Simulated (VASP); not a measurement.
# GeMo (anti NiAs type) (P6_3/mmc) in VASP: single point with PBE

Aim: the single point of GeMo (anti NiAs type) with PBE.

All numbers are computed with VASP 6.6.1; they aren't measurements. Logs are shortened: lines on timing, memory, paths and dates and some standing lists are left out, and cuts for length are marked.

**1. The cell of the first run**

The structure is hexagonal, space group P6_3/mmc (No. 194). The conventional cell has a = 2.420 Å, b = 2.420 Å, c = 7.295 Å, α = 90.00°, β = 90.00°, γ = 120.00°. Ge (site symmetry -3m) has 6 Mo at 2.30 Å and 6 Ge at 2.42 Å within 3.0 Å. Within 3.0 Å of Mo (site symmetry -6m2) lie 6 Ge at 2.30 Å and 6 Mo at 2.42 Å.

**2. Single point, PBE**

Contents of INCAR:

```
SYSTEM = GeMo
  ALGO = Normal
  EDIFF = 1E-6
  ENCUT = 500
  GGA = PE
  GGA_COMPAT = .FALSE.
  ISIF = 2
  ISMEAR = -1
  LASPH = .TRUE.
  LCHARG = .FALSE.
  LREAL = .FALSE.
  LWAVE = .FALSE.
  NBANDS = 36
  NELM = 120
  PREC = Accurate
  SIGMA = 0.1
```

Contents of KPOINTS:

```
k-points
0
G
  12 12 7
  0 0 0
```

Contents of POSCAR:

```
GeMo
1.0
    2.4204612477      0.0000000000      0.0000000000
   -1.2102306238      2.0961809294      0.0000000000
    0.0000000000      0.0000000000      7.2949350544
Ge Mo
2 2
Direct
    0.0000000000      0.0000000000      0.0000000000
    0.0000000000      0.0000000000      0.5000000000
    0.3333333333      0.6666666667      0.2500000000
    0.6666666667      0.3333333333      0.7500000000
```

Potentials or basis: VASP PAW PBE potentials, release 64 (Ge_d, Mo_sv).

On the command line:

```bash
$ cat potpaw_PBE.64/Ge_d/POTCAR potpaw_PBE.64/Mo_sv/POTCAR > POTCAR
$ mpirun -np 1 vasp_std > vasp.out
```

OUTCAR:

```text
SYSTEM = GeMo
   EDIFF = 1E-6
   ENCUT = 500
   GGA = PE
   ISIF = 2
   ISMEAR = -1
   LASPH = .TRUE.
   LREAL = .FALSE.
   NELM = 120
   PREC = Accurate

 ion  position               nearest neighbor table
   1  0.000  0.000  0.000-   3 2.30   4 2.30   3 2.30   4 2.30   4 2.30   3 2.30
   2  0.000  0.000  0.500-   3 2.30   4 2.30   3 2.30   4 2.30   4 2.30   3 2.30
   3  0.333  0.667  0.250-   1 2.30   2 2.30   1 2.30   2 2.30   1 2.30   2 2.30
   4  0.667  0.333  0.750-   1 2.30   2 2.30   1 2.30   2 2.30   1 2.30   2 2.30

  LATTYP: Found a hexagonal cell.
 ALAT       =     2.4204612477
 C/A-ratio  =     3.0138615362

  Lattice vectors:

 A1 = (   2.4204612477,   0.0000000000,   0.0000000000)
 A2 = (  -1.2102306238,   2.0961809294,   0.0000000000)
 A3 = (   0.0000000000,   0.0000000000,   7.2949350544)

Analysis of symmetry for initial positions (statically):
=====================================================================
 Subroutine PRICEL returns:
 Original cell was already a primitive cell.

 Routine SETGRP: Setting up the symmetry group for a
 hexagonal supercell.

 Subroutine GETGRP returns: Found 24 space group operations
 (whereof 12 operations were pure point group operations)
 out of a pool of 24 trial point group operations.

The static configuration has the point symmetry D_3d.
 The point group associated with its full space group is D_6h.

Analysis of symmetry for dynamics (positions and initial velocities):
=====================================================================
 Subroutine PRICEL returns:
 Original cell was already a primitive cell.

 Routine SETGRP: Setting up the symmetry group for a
 hexagonal supercell.

 Subroutine GETGRP returns: Found 24 space group operations
 (whereof 12 operations were pure point group operations)
 out of a pool of 24 trial point group operations.

The dynamic configuration has the point symmetry D_3d.
 The point group associated with its full space group is D_6h.

 Subroutine INISYM returns: Found 24 space group operations
 (whereof 12 operations are pure point group operations),
 and found     1 'primitive' translations

----------------------------------------------------------------------------------------

                                     Primitive cell

  volume of cell :      37.0125

  direct lattice vectors                    reciprocal lattice vectors
     2.420461248  0.000000000  0.000000000     0.413144396  0.238529028  0.000000000
    -1.210230624  2.096180929  0.000000000     0.000000000  0.477058056  0.000000000
     0.000000000  0.000000000  7.294935054     0.000000000  0.000000000  0.137081412

  length of vectors
     2.420461248  2.420461248  7.294935054     0.477058056  0.477058056  0.137081412

  position of ions in fractional coordinates (direct lattice)
     0.000000000  0.000000000  0.000000000
     0.000000000  0.000000000  0.500000000
     0.333333333  0.666666667  0.250000000
     0.666666667  0.333333333  0.750000000

  ion indices of the primitive-cell ions
   primitive index   ion index
                 1           1
                 2           2
                 3           3
                 4           4

----------------------------------------------------------------------------------------

 KPOINTS: k-points

Automatic generation of k-mesh.
 Grid dimensions read from file:
 generate k-points for:   12   12    7

 Generating k-lattice:

  Cartesian coordinates                     Fractional coordinates (reciprocal lattice)
     0.034428700  0.019877419  0.000000000     0.083333333 -0.000000000  0.000000000
     0.000000000  0.039754838  0.000000000     0.000000000  0.083333333  0.000000000
     0.000000000  0.000000000  0.019583059     0.000000000  0.000000000  0.142857143

  Length of vectors
     0.039754838  0.039754838  0.019583059

  Shift w.r.t. Gamma in fractional coordinates (k-lattice)
     0.000000000  0.000000000  0.000000000

 Subroutine IBZKPT returns following result:
 ===========================================

 Found     76 irreducible k-points:

 Following reciprocal coordinates:
            Coordinates               Weight
  0.000000  0.000000  0.000000      1.000000
  0.083333  0.000000  0.000000      6.000000
  0.166667  0.000000  0.000000      6.000000
  0.250000  0.000000  0.000000      6.000000
  0.333333  0.000000  0.000000      6.000000
  0.416667  0.000000  0.000000      6.000000
[... 16 lines left out ...]
  0.250000  0.000000  0.142857     12.000000
  0.333333  0.000000  0.142857     12.000000
 [... further k-points ...]
   k-points           NKPTS =     76   k-points in BZ     NKDIM =     76   number of bands    NBANDS=     36
   number of dos      NEDOS =    301   number of ions     NIONS =      4
   total plane-waves  NPLWV =  17496
   dimension x,y,z NGX =    18 NGY =   18 NGZ =   54
   dimension x,y,z NGXF=    36 NGYF=   36 NGZF=  108
   ions per type =               2   2
   NGX,Y,Z   is equivalent  to a cutoff of  12.36, 12.36, 12.31 a.u.
   NGXF,Y,Z  is equivalent  to a cutoff of  24.73, 24.73, 24.61 a.u.
 SYSTEM =  GeMo
   PREC   = accura    normal or accurate (medium, high low for compatibility)
   ISTART =      0    job   : 0-new  1-cont  2-samecut
   ICHARG =      2    charge: 1-file 2-atom 10-const
   ISPIN  =      1    spin polarized calculation?
   LNONCOLLINEAR =      F non collinear calculations
   LSORBIT =      F    spin-orbit coupling
   LASPH  =      T    aspherical Exc in radial PAW
   ENCUT  =  500.0 eV  36.75 Ry    6.06 a.u.   4.41  4.41 13.30*2*pi/ulx,y,z
   NELM   =    120;   NELMIN=  2; NELMDL= -5     # of ELM steps
   EDIFF  = 0.1E-05   stopping-criterion for ELM
   LREAL  =      F    real-space projection
   EDIFFG = 0.1E-04   stopping-criterion for IOM
   NSW    =      0    number of steps for IOM
   IBRION =     -1    ionic relax: 0-MD 1-quasi-New 2-CG
   NFREE  =      0    steps in history (QN), initial steepest desc. (CG)
   ISIF   =      2    stress and relaxation
   ISYM   =      2    0-nonsym 1-usesym 2-fastsym
   POTIM  = 0.5000    time-step for ionic-motion
   TEBEG  =    0.0;   TEEND  =   0.0 temperature during run
   PSTRESS=    0.0 pullay stress
   NELECT =      56.0000    total number of electrons
   NUPDOWN=      -1.0000    fix difference up-down
   EMIN   =  10.00;   EMAX   =-10.00  energy-range for DOS
   EFERMI =   0.00;   METHOD = LEGACY
   ISMEAR =    -1;   SIGMA  =   0.10  broadening in eV -4-tet -1-fermi 0-gaus
   EFERMI_NEDOS =   21; number of points for ismear=-14 and -15
   IALGO  =     38    algorithm
   IMIX   =      4    mixing-type and parameters
     AMIX     =   0.40;   BMIX     =  1.00
     AMIX_MAG =   1.60;   BMIX_MAG =  1.00
  volume/ion in A,a.u.               =       9.25        62.44
  Fermi-wavevector in a.u.,A,eV,Ry     =   1.879409  3.551569 48.058223  3.532180
  Thomas-Fermi vector in A             =   2.923241
   LORBIT       =      0    0 simple, 1 ext, 2 COOP (PROOUT), +10 PAW based schemes
   GGA     = PE    functional components
   LHFCALC =     F    Hartree Fock is set to
   AEXX    =    0.0000 exact exchange contribution
   IVDW    =     0    specifies the selected vdW correction
   LEPSILON=     F    determine dielectric tensor
   LRPA    =     F    only Hartree local field effects (RPA)
 non-spin polarized calculation
  energy-cutoff  :      500.00
  volume of cell :       37.01
 maximum number of plane-waves:       963
 NGX is ok and might be reduce to    18
   NGX =  9   NGY =  9   NGZ = 27

 number of electron      55.9999988 magnetization

 Free energy of the ion-electron system (eV)
  ---------------------------------------------------
  ext. energy  EPLUGINS =         0.00000000
  ---------------------------------------------------
  free energy    TOTEN  =       -14.69694678 eV

  energy without entropy =      -14.64271697  energy(sigma->0) =      -14.66983187

 E-fermi :  20.0609     XC(G=0): -16.0212

 val. band max:       20.0322229773   @ k =   0.4167   0.1667   0.1429
 cond. band min:      20.1481660435   @ k =   0.2500   0.1667   0.4286
 fundamental gap:      0.1159430662
 Fermi energy:        20.0608792131

 k-point     1 :       0.0000    0.0000    0.0000
  band No.  band energies     occupation
      1     -41.2419      2.00000
      2     -41.2301      2.00000
      3     -16.2280      2.00000
      4     -15.9492      2.00000
      5     -13.2569      2.00000
      6     -13.2569      2.00000
[... 28 lines left out ...]
     35      32.0817      0.00000
     36      32.6849      0.00000

 k-point     2 :       0.0833    0.0000    0.0000
  band No.  band energies     occupation
      1     -41.1858      2.00000
      2     -41.1746      2.00000
      3     -16.1631      2.00000
      4     -15.9019      2.00000
      5     -13.5603      2.00000
      6     -13.5453      2.00000
[... 28 lines left out ...]
     35      32.1556      0.00000
     36      32.7799      0.00000

 k-point     3 :       0.1667    0.0000    0.0000
  band No.  band energies     occupation
      1     -41.0295      2.00000
      2     -41.0202      2.00000
      3     -15.9828      2.00000
      4     -15.7708      2.00000
      5     -14.3620      2.00000
      6     -14.3524      2.00000
[... 28 lines left out ...]
     35      30.5514      0.00000
     36      31.4958      0.00000
[... 742 lines left out ...]
 k-point    23 :       0.2500    0.0000    0.1429
  band No.  band energies     occupation
      1     -40.8082      2.00000
      2     -40.8022      2.00000
      3     -15.7234      2.00000
      4     -15.5947      2.00000
      5     -15.3956      2.00000
      6     -15.3692      2.00000
[... 28 lines left out ...]
     35      29.7032      0.00000
     36      30.0460      0.00000

 k-point    24 :       0.3333    0.0000    0.1429
  band No.  band energies     occupation
      1     -40.5781      2.00000
      2     -40.5745      2.00000
      3     -16.3677      2.00000
      4     -16.3266      2.00000
      5     -15.4677      2.00000
      6     -15.3928      2.00000
[... 28 lines left out ...]
     35      28.5244      0.00000
     36      29.3557      0.00000

 [... further k-points ...]

------------------------ aborting loop because EDIFF is reached ----------------------------------------

  FORCE on cell =-STRESS in cart. coord.  units (eV):
  Direction    XX          YY          ZZ          XY          YZ          ZX
  --------------------------------------------------------------------------------------
  -------------------------------------------------------------------------------------
  Total       70.1089841     70.1089841     70.2285306      0.0000000      0.0000000     -0.0000000
  in kB     3034.8408918   3034.8408918   3040.0157583      0.0000001      0.0000000     -0.0000000
  external PRESSURE =    3036.5658473 kB  Pullay stress =       0.0000000 kB

 VOLUME and BASIS-vectors are now :
 -----------------------------------------------------------------------------
  energy-cutoff  :      500.00
  volume of cell :       37.01
      direct lattice vectors                 reciprocal lattice vectors
     2.420461248  0.000000000  0.000000000     0.413144396  0.238529028  0.000000000
    -1.210230624  2.096180929  0.000000000     0.000000000  0.477058056  0.000000000
     0.000000000  0.000000000  7.294935054     0.000000000  0.000000000  0.137081412

 POSITION                                       TOTAL-FORCE (eV/Angst)
 -----------------------------------------------------------------------------------
      0.00000      0.00000      0.00000        -0.000000      0.000000     -0.000000
      0.00000      0.00000      3.64747        -0.000000      0.000000     -0.000000
     -0.00000      1.39745      1.82373        -0.000000     -0.000000      0.000000
      1.21023      0.69873      5.47120         0.000000      0.000000     -0.000000
 -----------------------------------------------------------------------------------
    total drift:                                0.000000     -0.000000      0.000000

  FREE ENERGIE OF THE ION-ELECTRON SYSTEM (eV)
  ---------------------------------------------------
  free  energy   TOTEN  =       -14.6969467773 eV

  energy  without entropy=      -14.6427169711  energy(sigma->0) =      -14.66983187
```

It took 2.7 min on 1 thread of Intel Xeon 8259CL, shared host; peak memory 0.2 GiB.

Results:

```
Free energy            : -14.6969 eV
Pressure               : 303.7 GPa
Band gap on the k mesh : zero (bands 28 and 29 overlap by 1.71 eV)
```

Stress tensor (GPa, compression positive):
```
303.48   0.00   0.00
  0.00 303.48   0.00
  0.00   0.00 304.00
```

Caveat: the cell stands under pressure.

The gap in the log of VASP goes by the Fermi energy; the results here count the filled bands.